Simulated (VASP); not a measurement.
# Pt (Fm-3m) in VASP: further runs

The runs below take Pt through single point, relaxation of cell and atoms, with PBEsol.

All numbers are computed with VASP 6.6.1; they aren't measurements. Logs are shortened: lines on timing, memory, paths and dates and some standing lists are left out, and cuts for length are marked.

### 1 The cell of the first run

It takes space group Fm-3m (No. 225, cubic). The conventional cell has a = 3.918 Å, b = 3.918 Å, c = 3.918 Å, α = 90.00°, β = 90.00°, γ = 90.00°. Within 3.7 Å of Pt (site symmetry m-3m) lie 12 Pt at 2.77 Å.

### 2 Single point, PBEsol

Input file INCAR:

```
  ALGO = Fast
  EDIFF = 1E-6
  ENCUT = 520
  GGA = PS
  ISIF = 2
  ISMEAR = 0
  LASPH = T
  LCHARG = F
  LREAL = F
  LWAVE = F
  NBANDS = 11
  NELM = 80
  PREC = Accurate
  SIGMA = 0.1
```

Input file KPOINTS:

```
k-points
0
Gamma
  24 24 24
```

Input file POSCAR:

```
Pt
1.0
    0.0000000000      1.9590728269      1.9590728269
    1.9590728269      0.0000000000      1.9590728269
    1.9590728269      1.9590728269      0.0000000000
Pt
1
Direct
    0.5000000000      0.5000000000      0.5000000000
```

Potentials or basis: VASP PAW PBE potentials, release 64 (Pt).

Launch:

```console
cat potpaw_PBE.64/Pt/POTCAR > POTCAR
mpirun -np 1 vasp_std > vasp.out
```

OUTCAR:

```text
EDIFF = 1E-6
   ENCUT = 520
   GGA = PS
   ISIF = 2
   ISMEAR = 0
   LASPH = T
   LREAL = F
   NELM = 80
   PREC = Accurate

 ion  position               nearest neighbor table
   1  0.500  0.500  0.500-

  LATTYP: Found a face centered cubic cell.
 ALAT       =     3.9181456538

  Lattice vectors:

 A1 = (   0.0000000000,   1.9590728269,   1.9590728269)
 A2 = (   1.9590728269,   0.0000000000,   1.9590728269)
 A3 = (   1.9590728269,   1.9590728269,   0.0000000000)

Analysis of symmetry for initial positions (statically):
=====================================================================
 Subroutine PRICEL returns:
 Original cell was already a primitive cell.

 Routine SETGRP: Setting up the symmetry group for a
 face centered cubic supercell.

 Subroutine GETGRP returns: Found 48 space group operations
 (whereof 48 operations were pure point group operations)
 out of a pool of 48 trial point group operations.

The static configuration has the point symmetry O_h .

Analysis of symmetry for dynamics (positions and initial velocities):
=====================================================================
 Subroutine PRICEL returns:
 Original cell was already a primitive cell.

 Routine SETGRP: Setting up the symmetry group for a
 face centered cubic supercell.

 Subroutine GETGRP returns: Found 48 space group operations
 (whereof 48 operations were pure point group operations)
 out of a pool of 48 trial point group operations.

The dynamic configuration has the point symmetry O_h .

 Subroutine INISYM returns: Found 48 space group operations
 (whereof 48 operations are pure point group operations),
 and found     1 'primitive' translations

----------------------------------------------------------------------------------------

                                     Primitive cell

  volume of cell :      15.0377

  direct lattice vectors                    reciprocal lattice vectors
     0.000000000  1.959072827  1.959072827    -0.255222773  0.255222773  0.255222773
     1.959072827  0.000000000  1.959072827     0.255222773 -0.255222773  0.255222773
     1.959072827  1.959072827  0.000000000     0.255222773  0.255222773 -0.255222773

  length of vectors
     2.770547361  2.770547361  2.770547361     0.442058811  0.442058811  0.442058811

  position of ions in fractional coordinates (direct lattice)
     0.500000000  0.500000000  0.500000000

  ion indices of the primitive-cell ions
   primitive index   ion index
[... 74 lines left out ...]
   LREAL  =      F    real-space projection
   EDIFFG = 0.1E-04   stopping-criterion for IOM
   NSW    =      0    number of steps for IOM
   IBRION =     -1    ionic relax: 0-MD 1-quasi-New 2-CG
   NFREE  =      0    steps in history (QN), initial steepest desc. (CG)
   ISIF   =      2    stress and relaxation
   ISYM   =      2    0-nonsym 1-usesym 2-fastsym
   POTIM  = 0.5000    time-step for ionic-motion
   TEBEG  =    0.0;   TEEND  =   0.0 temperature during run
   PSTRESS=    0.0 pullay stress
   NELECT =      10.0000    total number of electrons
   NUPDOWN=      -1.0000    fix difference up-down
   EMIN   =  10.00;   EMAX   =-10.00  energy-range for DOS
   EFERMI =   0.00;   METHOD = LEGACY
   ISMEAR =     0;   SIGMA  =   0.10  broadening in eV -4-tet -1-fermi 0-gaus
   EFERMI_NEDOS =   21; number of points for ismear=-14 and -15
   IALGO  =     68    algorithm
   IMIX   =      4    mixing-type and parameters
     AMIX     =   0.40;   BMIX     =  1.00
     AMIX_MAG =   1.60;   BMIX_MAG =  1.00
  volume/ion in A,a.u.               =      15.04       101.48
  Fermi-wavevector in a.u.,A,eV,Ry     =   1.428941  2.700307 27.781354  2.041872
  Thomas-Fermi vector in A             =   2.548948
   LORBIT       =      0    0 simple, 1 ext, 2 COOP (PROOUT), +10 PAW based schemes
   GGA     = PS    functional components
   LHFCALC =     F    Hartree Fock is set to
   AEXX    =    0.0000 exact exchange contribution
   IVDW    =     0    specifies the selected vdW correction
   LEPSILON=     F    determine dielectric tensor
   LRPA    =     F    only Hartree local field effects (RPA)
 non-spin polarized calculation
 RMM-DIIS sequential band-by-band and
 Gauss-broadening in eV      SIGMA  =   0.10
  energy-cutoff  :      520.00
  volume of cell :       15.04
 maximum number of plane-waves:       419
 NGX is ok and might be reduce to    24
   NGX = 11   NGY = 11   NGZ = 11

 number of electron      10.0000000 magnetization

 Free energy of the ion-electron system (eV)
  ---------------------------------------------------
  ext. energy  EPLUGINS =         0.00000000
  ---------------------------------------------------
  free energy    TOTEN  =        -6.96814446 eV

  energy without entropy =       -6.95747164  energy(sigma->0) =       -6.96280805

 E-fermi :  11.1438     XC(G=0): -13.6452

 val. band max:       11.1393143979   @ k =   0.4583   0.4583   0.0000
 cond. band min:      11.1457993451   @ k =  -0.4583   0.2083   0.0000
 fundamental gap:      0.0064849472
 Fermi energy:        11.1438340324

 k-point     1 :       0.0000    0.0000    0.0000
  band No.  band energies     occupation
      1       0.8232      2.00000
      2       7.3279      2.00000
      3       7.3279      2.00000
      4       7.3279      2.00000
      5       9.5178      2.00000
      6       9.5178      2.00000
      7      25.7673      0.00000
      8      30.7423      0.00000
      9      30.7423      0.00000
     10      30.7423      0.00000
     11      36.0513      0.00000
[... 309 lines left out ...]
 k-point    24 :       0.4583    0.0417    0.0000
  band No.  band energies     occupation
      1       3.8066      2.00000
      2       7.2487      2.00000
      3       7.3567      2.00000
      4       9.6482      2.00000
      5      11.1555      0.86887
      6      11.4154      0.00012
      7      17.7097      0.00000
      8      25.5622      0.00000
      9      30.1209      0.00000
     10      30.4210      0.00000
     11      38.9133      0.00000

 [... further k-points ...]
[... 5 lines left out ...]
  --------------------------------------------------------------------------------------
  -------------------------------------------------------------------------------------
  Total       -0.0383818     -0.0383818     -0.0383818      0.0000000      0.0000000     -0.0000000
  in kB       -4.0893540     -4.0893540     -4.0893540      0.0000000      0.0000000     -0.0000000
  external PRESSURE =      -4.0893540 kB  Pullay stress =       0.0000000 kB

 VOLUME and BASIS-vectors are now :
 -----------------------------------------------------------------------------
  energy-cutoff  :      520.00
  volume of cell :       15.04
      direct lattice vectors                 reciprocal lattice vectors
     0.000000000  1.959072827  1.959072827    -0.255222773  0.255222773  0.255222773
     1.959072827  0.000000000  1.959072827     0.255222773 -0.255222773  0.255222773
     1.959072827  1.959072827  0.000000000     0.255222773  0.255222773 -0.255222773

 POSITION                                       TOTAL-FORCE (eV/Angst)
 -----------------------------------------------------------------------------------
      1.95907      1.95907      1.95907        -0.000000      0.000000      0.000000
 -----------------------------------------------------------------------------------
    total drift:                               -0.000000     -0.000000      0.000000

  FREE ENERGIE OF THE ION-ELECTRON SYSTEM (eV)
  ---------------------------------------------------
  free  energy   TOTEN  =        -6.9681444572 eV

  energy  without entropy=       -6.9574716395  energy(sigma->0) =       -6.96280805
```

stdout:

```text
POSCAR found type information on POSCAR Pt
 POSCAR found :  1 types and       1 ions
 scaLAPACK will be used
 -----------------------------------------------------------------------------
|                                                                             |
|                                                                             |
|     You enforced a specific xc type in the INCAR file but a different       |
|     I HOPE YOU KNOW WHAT YOU ARE DOING!                                     |
|                                                                             |
 -----------------------------------------------------------------------------

 LDA part: xc-table for (Slater+PW92), standard interpolation
 POSCAR, INCAR and KPOINTS ok, starting setup
 FFT: planning ... GRIDC
 FFT: planning ... GRID_SOFT
 FFT: planning ... GRID
 WAVECAR not read
 entering main loop
```

Run time: 3.2 min. Hardware: 1 thread of AMD EPYC 7R13, shared host; peak memory 0.17 GiB.

Results:

| Quantity | Value |
| --- | --- |
| Free energy | -6.9681 eV |
| Pressure | -0.4 GPa |
| Band gap on the k mesh | zero (band 5 reaches 11.65 eV, above the bottom of band 6 at 9.41 eV) |

Levels at points of the mesh, in eV from the Fermi level:
```tsv
k point	band 2	band 3	band 4	band 5	band 6	band 7	band 8	band 9
(0.00, 0.00, 0.00)	-3.82	-3.82	-3.82	-1.63	-1.63	14.62	19.60	19.60
(0.50, 0.00, 0.00)	-3.87	-3.87	-0.55	0.05	0.05	5.83	14.18	18.97
(0.50, 0.50, 0.00)	-6.67	0.03	0.50	0.50	1.71	8.87	11.35	11.35
```

Caveat: the PAW data sets were made with another functional, which shifts forces and pressure a little; spin-orbit coupling is left out, which moves the levels of the heavy elements.

### 3 Relaxation of cell and atoms, PBEsol

This run uses another cell than the first one, of 15.00 Å³/atom, 0.998 times its volume.

Input file INCAR:

```
SYSTEM = Pt
PREC = Accurate ; ENCUT = 600
EDIFF = 1E-6 ; ISMEAR = 0
SIGMA = 0.1 ; LREAL = .False.
LASPH = .True. ; NELM = 100
ALGO = Fast ; ISIF = 3
LWAVE = .False. ; LCHARG = .False.
GGA = PS ; IBRION = 2
NSW = 100 ; EDIFFG = -0.01
```

Input file KPOINTS:

```
regular mesh
0
Gamma
  24 24 24
  0 0 0
```

Input file POSCAR:

```
Pt
1.0
    0.0000000000      1.9576273357      1.9576273357
    1.9576273357      0.0000000000      1.9576273357
    1.9576273357      1.9576273357      0.0000000000
Pt
1
Direct
    0.5000000000      0.5000000000      0.5000000000
```

Potentials or basis: VASP PAW PBE potentials, release 64 (Pt).

Launch:

```console
cat potpaw_PBE.64/Pt/POTCAR > POTCAR
mpirun -np 1 vasp_std > vasp.out
```

Run time: 4.5 min. Hardware: 1 thread of AMD EPYC 7R13, shared host; peak memory 0.18 GiB.

Results (log left out):

| Property | Result |
| --- | --- |
| Free energy | -6.9682 eV |
| Relaxed volume | 15.02 Å³/atom |
| Relaxed cell | a = 2.769 Å, b = 2.769 Å, c = 2.769 Å, α = 60.00°, β = 60.00°, γ = 60.00° |
| Space group after relaxing (to 0.05 Å) | Fm-3m (No. 225) |
| Energy gained by relaxing | 0.0 meV/atom |
| Ionic steps | 3 |
| Pressure after relaxing | 0.0 GPa |
| Band gap on the k mesh | zero (band 5 reaches 11.67 eV, above the bottom of band 6 at 9.43 eV) |

Final structure:
```cif
data_structure
_symmetry_space_group_name_H-M 'P 1'
_symmetry_Int_Tables_number 1
_cell_length_a 2.7695
_cell_length_b 2.7695
_cell_length_c 2.7695
_cell_angle_alpha 60.000
_cell_angle_beta 60.000
_cell_angle_gamma 60.000
_cell_volume 15.02
loop_
_atom_site_label
_atom_site_type_symbol
_atom_site_fract_x
_atom_site_fract_y
_atom_site_fract_z
_atom_site_occupancy
Pt1 Pt 0.50000 0.50000 0.50000 1
```

Levels at points of the mesh, in eV from the Fermi level:
| k point | band 1 | band 2 | band 3 | band 4 | band 5 | band 6 | band 7 | band 8 | band 9 |
| --- | --- | --- | --- | --- | --- | --- | --- | --- | --- |
| (0.00, 0.00, 0.00) | -10.33 | -3.82 | -3.82 | -3.82 | -1.63 | -1.63 | 14.62 | 19.60 | 19.60 |
| (0.50, 0.00, 0.00) | -7.41 | -3.88 | -3.88 | -0.56 | 0.05 | 0.05 | 5.84 | 14.18 | 18.98 |
| (0.50, 0.50, 0.00) | -7.14 | -6.68 | 0.03 | 0.50 | 0.50 | 1.71 | 8.88 | 11.36 | 11.36 |

Caveat: the PAW data sets were made with another functional, which shifts forces and pressure a little; spin-orbit coupling is left out, which moves the levels of the heavy elements.

### 4 Single point, PBEsol

Input file INCAR:

```
ALGO = Fast
EDIFF = 1E-7
ENCUT = 520
GGA = PS
ISIF = 2
ISMEAR = 0
LASPH = True
LCHARG = False
LREAL = False
LWAVE = False
NBANDS = 11
NELM = 100
PREC = Accurate
SIGMA = 0.1
```

Input file KPOINTS:

```
k-points
0
Gamma
  24 24 24
```

Input file POSCAR:

```
Pt
1.0
    0.0000000000      1.9590675901      1.9590675901
    1.9590675901      0.0000000000      1.9590675901
    1.9590675901      1.9590675901      0.0000000000
Pt
1
Direct
    0.0000000000      0.0000000000      0.0000000000
```

Launch:

```console
cat potpaw_PBE.64/Pt/POTCAR > POTCAR
mpirun -np 1 vasp_std > vasp.out
```

It took 60 s on 1 thread of Intel Xeon Platinum 8259CL at 2.50GHz (Skylake/Cascade Lake), shared host; peak memory 0.2 GiB.

The run converged. Its results:

```yaml
Free_energy: -6.9681 eV
Pressure: -0.4 GPa
Band_gap_on_the_k_mesh: zero (band 5 reaches 11.65 eV, above the bottom of band 6 at 9.41 eV)
```

Levels at points of the mesh, in eV from the Fermi level:
| k point | band 1 | band 2 | band 3 | band 4 | band 5 | band 6 | band 7 | band 8 | band 9 | band 10 |
| --- | --- | --- | --- | --- | --- | --- | --- | --- | --- | --- |
| (0.00, 0.00, 0.00) | -10.32 | -3.82 | -3.82 | -3.82 | -1.63 | -1.63 | 14.62 | 19.60 | 19.60 | 19.60 |
| (0.50, 0.00, 0.00) | -7.39 | -3.87 | -3.87 | -0.55 | 0.05 | 0.05 | 5.83 | 14.18 | 18.97 | 18.97 |
| (0.50, 0.50, 0.00) | -7.13 | -6.67 | 0.03 | 0.50 | 0.50 | 1.71 | 8.87 | 11.35 | 11.35 | 20.14 |

Caveat: the PAW data sets were made with another functional, which shifts forces and pressure a little; spin-orbit coupling is left out, which moves the levels of the heavy elements.

(Continued in part 2 of 2.)
